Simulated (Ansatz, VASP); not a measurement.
## Two plane-wave programs on SnO

```
Sn O
1.0
     3.80200    0.00000    0.00000
     0.00000    3.80200    0.00000
     0.00000    0.00000    4.83600
Sn O
2 2
Cartesian
  0.0000 1.9010 1.1534
  1.9010 0.0000 3.6826
  0.0000 0.0000 0.0000
  1.9010 1.9010 0.0000
```

Alike in both runs: task single point; functional PBE; k mesh 4 × 4 × 4; occupations gaussian, width 0.1 eV; no spin polarisation.

|  | VASP | Ansatz |
| --- | --- | --- |
| version | VASP 6.6.1 | Ansatz 0.2.0 |
| potentials or method | VASP PAW PBE potentials, release 64 (Sn_d, O_h), cutoff 1340 eV | scalar-relativistic, plane waves, PAW |
| valence electrons in the cell | 40 | 40 |

Ansatz gave:

- gap on the k mesh at the Fermi level (eV): none
- pressure (GPa): 4.1
- traceless stress, the component that is largest in VASP (GPa): -0.67
- rms of the force components (eV/Å): 0.166

Question: Estimate VASP's values.

Answer: gap on the k mesh at the Fermi level (eV): none; pressure (GPa): 4.3; traceless stress, the component that is largest in VASP (GPa): -0.66; rms of the force components (eV/Å): 0.196.

Atom by atom the forces differ by 0.030 eV/Å (rms over components). A gap of «none» marks a metal or a gap that the smearing closes.

The k mesh is coarse, so the values compare programs but aren't converged.
